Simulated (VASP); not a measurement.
# Zr2HS4 in VASP: a series of runs

The runs below take Zr2HS4 through single point, with PBE+D3(BJ).

Everything below comes from runs of VASP 6.6.1. Logs are shortened: lines on timing, memory, paths and dates and some standing lists are left out, and cuts for length are marked.

**1. The cell of the first run**

The cell holds a slab with vacuum, 14 atoms: a = 7.298 Å, b = 7.298 Å, c = 20.917 Å, α = 90.00°, β = 90.00°, γ = 120.00°.

**2. Single point, PBE+D3(BJ)**

INCAR reads:

```
SYSTEM = Zr2HS4
ALGO = Normal ; DIPOL = 0.5 0.5 0.283
EDIFF = 1E-6 ; ENCUT = 400
GGA = PE ; GGA_COMPAT = .FALSE.
IDIPOL = 3 ; ISIF = 2
ISMEAR = 0 ; IVDW = 12
LASPH = .TRUE. ; LCHARG = .FALSE.
LDIPOL = .TRUE. ; LREAL = .FALSE.
LWAVE = .FALSE. ; NBANDS = 62
NELM = 120 ; NELMDL = -8
PREC = Accurate ; SIGMA = 0.05
```

KPOINTS reads:

```
k-points
0
G
  6 6 1
  0 0 0
```

POSCAR reads:

```
Zr2HS4
1.0
    7.2976778227      0.0000000000      0.0000000000
   -3.6488389114      6.3199743831      0.0000000000
    0.0000000000      0.0000000000     20.9171506047
S Zr H
8 4 2
Direct
    0.3333333333      0.1666666667      0.1912306354
    0.3333333333      0.6666666667      0.1912306354
    0.8333333333      0.1666666667      0.1912306354
    0.8333333333      0.6666666667      0.1912306354
    0.1666666667      0.3333333333      0.3306927762
    0.1666666667      0.8333333333      0.3306927762
    0.6666666667      0.3333333333      0.3306927762
    0.6666666667      0.8333333333      0.3306927762
    0.0000000000      0.0000000000      0.2609617058
    0.0000000000      0.5000000000      0.2609617058
    0.5000000000      0.0000000000      0.2609617058
    0.5000000000      0.5000000000      0.2609617058
    0.3909545371      0.7819090743      0.4134000260
    0.4423787962      0.8847575924      0.4134000260
```

Potentials or basis: VASP PAW PBE potentials, release 64 (S, Zr_sv, H).

Started as:

```console
cat potpaw_PBE.64/S/POTCAR potpaw_PBE.64/Zr_sv/POTCAR potpaw_PBE.64/H/POTCAR > POTCAR
mpirun -np 1 vasp_std > vasp.out
```

OUTCAR:

```text
SYSTEM = Zr2HS4
   EDIFF = 1E-6
   ENCUT = 400
   GGA = PE
   ISIF = 2
   ISMEAR = 0
   IVDW = 12
   LASPH = .TRUE.
   LREAL = .FALSE.
   NELM = 120
   NELMDL = -8
   PREC = Accurate
 IVDW          = 12

 ion  position               nearest neighbor table
   1  0.333  0.167  0.191-   9 2.56  12 2.56  11 2.56
   2  0.333  0.667  0.191-  10 2.56  11 2.56  12 2.56
   3  0.833  0.167  0.191-  11 2.56  10 2.56   9 2.56
   4  0.833  0.667  0.191-  12 2.56   9 2.56  10 2.56
   5  0.167  0.333  0.331-  12 2.56   9 2.56  10 2.56
   6  0.167  0.833  0.331-  11 2.56  10 2.56   9 2.56
   7  0.667  0.333  0.331-  10 2.56  11 2.56  12 2.56
   8  0.667  0.833  0.331-   9 2.56  12 2.56  11 2.56
   9  0.000  0.000  0.261-   1 2.56   8 2.56   5 2.56   4 2.56   6 2.56   3 2.56  12 3.65  12 3.65
                            11 3.65  11 3.65  10 3.65  10 3.65
  10  0.000  0.500  0.261-   2 2.56   7 2.56   6 2.56   3 2.56   4 2.56   5 2.56  11 3.65  11 3.65
                            12 3.65  12 3.65   9 3.65   9 3.65
  11  0.500  0.000  0.261-   3 2.56   6 2.56   2 2.56   7 2.56   1 2.56   8 2.56  10 3.65  10 3.65
                             9 3.65   9 3.65  12 3.65  12 3.65
  12  0.500  0.500  0.261-   4 2.56   5 2.56   1 2.56   8 2.56   7 2.56   2 2.56   9 3.65   9 3.65
                            10 3.65  10 3.65  11 3.65  11 3.65
  13  0.391  0.782  0.413-  14 0.65
  14  0.442  0.885  0.413-  13 0.65

  LATTYP: Found a hexagonal cell.
 ALAT       =     7.2976778227
 C/A-ratio  =     2.8662748771

  Lattice vectors:

 A1 = (   7.2976778227,   0.0000000000,   0.0000000000)
 A2 = (  -3.6488389114,   6.3199743831,   0.0000000000)
 A3 = (   0.0000000000,   0.0000000000,  20.9171506047)

Analysis of symmetry for initial positions (statically):
=====================================================================
 Subroutine PRICEL returns:
 Original cell was already a primitive cell.

 Routine SETGRP: Setting up the symmetry group for a
 hexagonal supercell.

 Subroutine GETGRP returns: Found  2 space group operations
 (whereof  2 operations were pure point group operations)
 out of a pool of 24 trial point group operations.

The static configuration has the point symmetry C_1h.

Analysis of symmetry for dynamics (positions and initial velocities):
=====================================================================
 Subroutine PRICEL returns:
 Original cell was already a primitive cell.

 Routine SETGRP: Setting up the symmetry group for a
 hexagonal supercell.

 Subroutine GETGRP returns: Found  2 space group operations
 (whereof  2 operations were pure point group operations)
 out of a pool of 24 trial point group operations.

The dynamic configuration has the point symmetry C_1h.

 Subroutine INISYM returns: Found  2 space group operations
 (whereof  2 operations are pure point group operations),
 and found     1 'primitive' translations

----------------------------------------------------------------------------------------

                                     Primitive cell

  volume of cell :     964.7228

  direct lattice vectors                    reciprocal lattice vectors
     7.297677823  0.000000000  0.000000000     0.137029891  0.079114245  0.000000000
    -3.648838911  6.319974383  0.000000000     0.000000000  0.158228489  0.000000000
     0.000000000  0.000000000 20.917150605     0.000000000  0.000000000  0.047807659

  length of vectors
     7.297677823  7.297677823 20.917150605     0.158228489  0.158228489  0.047807659

  position of ions in fractional coordinates (direct lattice)
     0.333333333  0.166666667  0.191230635
     0.333333333  0.666666667  0.191230635
     0.833333333  0.166666667  0.191230635
     0.833333333  0.666666667  0.191230635
     0.166666667  0.333333333  0.330692776
     0.166666667  0.833333333  0.330692776
     0.666666667  0.333333333  0.330692776
     0.666666667  0.833333333  0.330692776
     0.000000000  0.000000000  0.260961706
     0.000000000  0.500000000  0.260961706
     0.500000000  0.000000000  0.260961706
     0.500000000  0.500000000  0.260961706
     0.390954537  0.781909074  0.413400026
[... 39 lines left out ...]

 Subroutine IBZKPT returns following result:
 ===========================================

 Found     13 irreducible k-points:

 Following reciprocal coordinates:
            Coordinates               Weight
  0.000000  0.000000  0.000000      1.000000
  0.166667  0.000000  0.000000      4.000000
  0.000000  0.166667  0.000000      2.000000
  0.333333  0.000000  0.000000      4.000000
  0.000000  0.333333  0.000000      2.000000
  0.500000  0.000000  0.000000      2.000000
  0.000000  0.500000  0.000000      1.000000
  0.166667  0.166667  0.000000      4.000000
 -0.333333  0.166667  0.000000      2.000000
  0.333333  0.166667  0.000000      4.000000
 -0.166667  0.500000  0.000000      4.000000
  0.500000  0.333333  0.000000      4.000000
  0.333333  0.333333  0.000000      2.000000
   k-points           NKPTS =     13   k-points in BZ     NKDIM =     13   number of bands    NBANDS=     62
   number of dos      NEDOS =    301   number of ions     NIONS =     14
   total plane-waves  NPLWV = 322560
   dimension x,y,z NGX =    48 NGY =   48 NGZ =  140
   dimension x,y,z NGXF=    96 NGYF=   96 NGZF=  280
   ions per type =               8   4   2
   NGX,Y,Z   is equivalent  to a cutoff of  10.93, 10.93, 11.13 a.u.
   NGXF,Y,Z  is equivalent  to a cutoff of  21.87, 21.87, 22.25 a.u.
 SYSTEM =  Zr2HS4
   PREC   = accura    normal or accurate (medium, high low for compatibility)
   ISTART =      0    job   : 0-new  1-cont  2-samecut
   ICHARG =      2    charge: 1-file 2-atom 10-const
   ISPIN  =      1    spin polarized calculation?
   LNONCOLLINEAR =      F non collinear calculations
   LSORBIT =      F    spin-orbit coupling
   LASPH  =      T    aspherical Exc in radial PAW
   ENCUT  =  400.0 eV  29.40 Ry    5.42 a.u.  11.90 11.90 34.11*2*pi/ulx,y,z
   NELM   =    120;   NELMIN=  2; NELMDL= -8     # of ELM steps
   EDIFF  = 0.1E-05   stopping-criterion for ELM
   LREAL  =      F    real-space projection
   EDIFFG = 0.1E-04   stopping-criterion for IOM
   NSW    =      0    number of steps for IOM
   IBRION =     -1    ionic relax: 0-MD 1-quasi-New 2-CG
   NFREE  =      0    steps in history (QN), initial steepest desc. (CG)
   ISIF   =      2    stress and relaxation
   ISYM   =      2    0-nonsym 1-usesym 2-fastsym
   POTIM  = 0.5000    time-step for ionic-motion
   TEBEG  =    0.0;   TEEND  =   0.0 temperature during run
   PSTRESS=    0.0 pullay stress
   NELECT =      98.0000    total number of electrons
   NUPDOWN=      -1.0000    fix difference up-down
   EMIN   =  10.00;   EMAX   =-10.00  energy-range for DOS
   EFERMI =   0.00;   METHOD = LEGACY
   ISMEAR =     0;   SIGMA  =   0.05  broadening in eV -4-tet -1-fermi 0-gaus
   EFERMI_NEDOS =   21; number of points for ismear=-14 and -15
   IALGO  =     38    algorithm
   IMIX   =      4    mixing-type and parameters
     AMIX     =   0.40;   BMIX     =  1.00
     AMIX_MAG =   1.60;   BMIX_MAG =  1.00
  volume/ion in A,a.u.               =      68.91       465.02
  Fermi-wavevector in a.u.,A,eV,Ry     =   0.763864  1.443494  7.938838  0.583488
  Thomas-Fermi vector in A             =   1.863639
   LORBIT       =      0    0 simple, 1 ext, 2 COOP (PROOUT), +10 PAW based schemes
   GGA     = PE    functional components
   LHFCALC =     F    Hartree Fock is set to
   AEXX    =    0.0000 exact exchange contribution
   IVDW    =    12    specifies the selected vdW correction
   LEPSILON=     F    determine dielectric tensor
   LRPA    =     F    only Hartree local field effects (RPA)
 non-spin polarized calculation
 Gauss-broadening in eV      SIGMA  =   0.05
  energy-cutoff  :      400.00
  volume of cell :      964.72
 maximum number of plane-waves:     17598
   NGX = 23   NGY = 23   NGZ = 69

 dipolmoment           0.000000      0.000000      0.001361 electrons x Angstroem

 number of electron      98.0000015 magnetization

 dipolmoment           0.000000      0.000000     -0.024666 electrons x Angstroem

 Free energy of the ion-electron system (eV)
  ---------------------------------------------------
  ext. energy  EPLUGINS =         0.00000000
  ---------------------------------------------------
  free energy    TOTEN  =       -91.83442613 eV

  energy without entropy =      -91.83442613  energy(sigma->0) =      -91.83442613

 E-fermi :  -3.0070     XC(G=0):  -3.2417

 val. band max:       -3.2525764753   @ k =   0.0000   0.0000   0.0000
 cond. band min:      -2.1556163411   @ k =   0.0000   0.0000   0.0000
 fundamental gap:      1.0969601342
 Fermi energy:        -3.0070226537

 k-point     1 :       0.0000    0.0000    0.0000
  band No.  band energies     occupation
      1     -52.0958      2.00000
      2     -52.0813      2.00000
      3     -52.0687      2.00000
      4     -52.0609      2.00000
      5     -30.2817      2.00000
      6     -30.2736      2.00000
[... 821 lines left out ...]
     60       0.3146      0.00000
     61       0.3390      0.00000
 [bands above 61 left out]

------------------------ aborting loop because EDIFF is reached ----------------------------------------

 vacuum level on the upper side and lower side of the slab       (xc-potential included)        -0.144        -0.037

 Edisp (eV)   -3.06773

 E8    (eV) :    -1.3728

  FORCE on cell =-STRESS in cart. coord.  units (eV):
  Direction    XX          YY          ZZ          XY          YZ          ZX
  --------------------------------------------------------------------------------------
  -------------------------------------------------------------------------------------
  Total       1.00405     2.45347     1.75606    -0.00000    -0.22176     0.00000
  in kB       1.66750     4.07464     2.91640    -0.00000    -0.36829     0.00000
  external pressure =        2.89 kB  Pullay stress =        0.00 kB

 VOLUME and BASIS-vectors are now :
 -----------------------------------------------------------------------------
  energy-cutoff  :      400.00
  volume of cell :      964.72
      direct lattice vectors                 reciprocal lattice vectors
     7.297677823  0.000000000  0.000000000     0.137029891  0.079114245  0.000000000
    -3.648838911  6.319974383  0.000000000     0.000000000  0.158228489  0.000000000
     0.000000000  0.000000000 20.917150605     0.000000000  0.000000000  0.047807659

 POSITION                                       TOTAL-FORCE (eV/Angst)
 -----------------------------------------------------------------------------------
      1.82442      1.05333      4.00000         0.010509      0.007668     -0.012561
     -0.00000      4.21332      4.00000         0.000000     -0.002471      0.015121
      5.47326      1.05333      4.00000        -0.010509      0.007668     -0.012561
      3.64884      4.21332      4.00000         0.000000     -0.028869     -0.025684
      0.00000      2.10666      6.91715        -0.000000      0.012131      0.059552
     -1.82442      5.26665      6.91715        -0.344493      0.015577     -0.408209
      3.64884      2.10666      6.91715         0.000000     -0.016922      0.056264
      1.82442      5.26665      6.91715         0.344493      0.015577     -0.408209
      0.00000      0.00000      5.45858         0.000000     -0.054763     -0.002551
     -1.82442      3.15999      5.45858        -0.006328      0.069708     -0.025343
      3.64884      0.00000      5.45858         0.000000     -0.005990     -0.169671
      1.82442      3.15999      5.45858         0.006328      0.069708     -0.025343
     -0.00000      4.94165      8.64715         0.000000     -4.751957      0.467659
     -0.00000      5.59165      8.64715        -0.000000      4.662935      0.491535
 -----------------------------------------------------------------------------------
    total drift:                                0.000000     -0.000000      0.000642

  FREE ENERGIE OF THE ION-ELECTRON SYSTEM (eV)
  ---------------------------------------------------
  free  energy   TOTEN  =       -94.9021547961 eV

  energy  without entropy=      -94.9021547961  energy(sigma->0) =      -94.90215480

 vacuum level on the upper side and lower side of the slab         2.980         3.089
```

Run time: 16 min. Hardware: 1 thread of Intel Xeon Platinum 8488C (Sapphire Rapids), shared host; peak memory 0.88 GiB.

What came out:

```
Free energy                : -94.9022 eV
Largest force              : 4.775 eV/Å
Band gap on the k mesh     : 1.10 eV
Dispersion energy per atom : -0.219 eV
```

Forces in eV/Å, atoms in the order of the input:
```
S    0.011  0.008 -0.013
S    0.000 -0.002  0.015
S   -0.011  0.008 -0.013
S    0.000 -0.029 -0.026
S    0.000  0.012  0.060
S   -0.344  0.016 -0.408
S    0.000 -0.017  0.056
S    0.344  0.016 -0.408
Zr   0.000 -0.055 -0.003
Zr  -0.006  0.070 -0.025
Zr   0.000 -0.006 -0.170
Zr   0.006  0.070 -0.025
H    0.000 -4.752  0.468
H    0.000  4.663  0.492
```

Levels at points of the mesh, in eV from the valence-band top:
| k point | band 46 | band 47 | band 48 | band 49 | band 50 | band 51 | band 52 | band 53 |
| --- | --- | --- | --- | --- | --- | --- | --- | --- |
| (0.00, 0.00, 0.00) | -0.92 | -0.67 | -0.01 | 0.00 | 1.10 | 1.10 | 1.13 | 1.70 |
| (0.50, 0.00, 0.00) | -0.85 | -0.84 | -0.52 | -0.47 | 1.48 | 1.51 | 2.27 | 2.29 |
| (0.00, 0.50, 0.00) | -0.86 | -0.85 | -0.50 | -0.36 | 1.48 | 1.49 | 2.27 | 2.29 |

**3. Single point, PBE+D3(BJ)**

INCAR reads:

```
SYSTEM = Zr2HS4
PREC = Accurate ; ENCUT = 400
EDIFF = 1E-6 ; ISMEAR = 0
SIGMA = 0.05 ; LREAL = .FALSE.
LASPH = .TRUE. ; NELM = 120
ALGO = Normal ; ISIF = 2
LWAVE = .FALSE. ; LCHARG = .FALSE.
LDIPOL = .TRUE. ; IDIPOL = 3
DIPOL = 0.5 0.5 0.276 ; GGA = PE
IVDW = 12 ; NBANDS = 62
GGA_COMPAT = .FALSE. ; NELMDL = -8
```

KPOINTS reads:

```
regular mesh
0
G
  6 6 1
  0 0 0
```

POSCAR: that of step 2 with these lines changed.

```diff
@@ -20,3 +20,3 @@
     0.5000000000      0.5000000000      0.2609617058
-    0.3909545371      0.7819090743      0.4134000260
-    0.4423787962      0.8847575924      0.4134000260
+    0.3909545371      0.7819090743      0.3675046736
+    0.4423787962      0.8847575924      0.3675046736
```

Potentials or basis: VASP PAW PBE potentials, release 64 (S, Zr_sv, H).

Started as:

```console
cat potpaw_PBE.64/S/POTCAR potpaw_PBE.64/Zr_sv/POTCAR potpaw_PBE.64/H/POTCAR > POTCAR
mpirun -np 1 vasp_std > vasp.out
```

It took 20 min on 1 thread of Intel Xeon Platinum 8375C at 2.90GHz (Ice Lake), shared host; peak memory 0.91 GiB.

It converged, with:

- Free energy: -92.7747 eV
- Largest force: 5.103 eV/Å
- Band gap on the k mesh: 0.81 eV (least direct gap 0.93 eV)
- Dispersion energy per atom: -0.223 eV

Forces in eV/Å, atoms in the order of the input:
```
S    0.127 -0.105  0.061
S    0.000  0.015 -0.002
S   -0.127 -0.105  0.061
S    0.000 -0.099 -0.136
S    0.000  0.045  0.196
S   -2.506 -0.261 -1.121
S    0.000 -0.097  0.138
S    2.506 -0.261 -1.121
Zr   0.000 -0.104 -0.116
Zr  -0.125  0.359 -0.089
Zr   0.000  0.436 -1.028
Zr   0.125  0.359 -0.089
H    0.000 -4.894  1.447
H    0.000  4.712  1.799
```

Levels at points of the mesh, in eV from the valence-band top:
```csv
k point,band 46,band 47,band 48,band 49,band 50,band 51,band 52,band 53
"(0.00, 0.00, 0.00)",-1.19,-0.34,-0.29,-0.14,0.81,0.83,1.01,1.45
"(0.50, 0.00, 0.00)",-1.13,-0.84,-0.80,-0.17,1.19,1.31,1.93,2.06
"(0.00, 0.50, 0.00)",-1.09,-1.01,-0.77,-0.05,1.19,1.26,1.99,2.03
```

**4. Single point, PBE+D3(BJ)**

INCAR reads:

```
PREC = Accurate ; ENCUT = 400
EDIFF = 1E-6 ; ISMEAR = 0
SIGMA = 0.05 ; LREAL = False
LASPH = True ; NELM = 120
ALGO = Normal ; ISIF = 2
LWAVE = False ; LCHARG = False
LDIPOL = True ; IDIPOL = 3
DIPOL = 0.5 0.5 0.291 ; GGA = PE
IVDW = 12 ; NBANDS = 62
GGA_COMPAT = False ; NELMDL = -8
```

KPOINTS reads:

```
regular mesh
0
Gamma
  6 6 1
```

POSCAR: that of step 3 with these lines changed.

```diff
@@ -20,3 +20,3 @@
     0.5000000000      0.5000000000      0.2609617058
-    0.3909545371      0.7819090743      0.3675046736
-    0.4423787962      0.8847575924      0.3675046736
+    0.3699497052      0.7398994103      0.4741157528
+    0.4633836282      0.9267672564      0.4741157528
```

Started as:

```console
cat potpaw_PBE.64/S/POTCAR potpaw_PBE.64/Zr_sv/POTCAR potpaw_PBE.64/H/POTCAR > POTCAR
mpirun -np 1 vasp_std > vasp.out
```

Wall time 22 min (1 thread of Intel Xeon Platinum 8259CL at 2.50GHz (Skylake/Cascade Lake), shared host); peak memory 0.91 GiB.

Results (log left out):

```yaml
Free_energy: -94.0240 eV
Largest_force: 4.675 eV/Å
Band_gap_on_the_k_mesh: 1.10 eV
Dispersion_energy_per_atom: -0.217 eV
```

Forces in eV/Å, atoms in the order of the input:
```
S    0.001  0.005 -0.012
S    0.000 -0.003 -0.005
S   -0.001  0.005 -0.012
S    0.000 -0.006 -0.010
S    0.000  0.006  0.031
S   -0.004  0.001 -0.008
S    0.000 -0.004  0.032
S    0.004  0.001 -0.008
Zr   0.000 -0.021  0.009
Zr   0.001  0.022 -0.002
Zr   0.000 -0.022  0.011
Zr  -0.001  0.022 -0.002
H    0.000  4.672 -0.013
H    0.000 -4.675 -0.011
```

Levels at points of the mesh, in eV from the valence-band top:
```
           k point  band 47  band 48  band 49  band 50  band 51  band 52
(0.00, 0.00, 0.00)    -0.85     0.00     0.00     1.10     1.10     1.10
(0.50, 0.00, 0.00)    -0.85    -0.50    -0.49     1.48     1.48     2.28
(0.00, 0.50, 0.00)    -0.85    -0.50    -0.47     1.48     1.49     2.28
```

**5. The runs side by side**

| cell | gap on the mesh (eV) | largest force (eV/Å) |
| --- | --- | --- |
| as given, atomic positions A | 1.10 | 4.77 |
| as given, atomic positions B | 0.81 | 5.10 |
| as given, atomic positions C | 1.10 | 4.67 |

Alike in all rows: task single point; level PBE+D3(BJ); potentials or basis VASP PAW PBE potentials, release 64 (S, Zr_sv, H); no spin polarisation; k mesh 6 × 6 × 1; cutoff (eV) 400; smearing gaussian 0.05 eV.

Absolute energies hang on the potentials; compare differences alone.
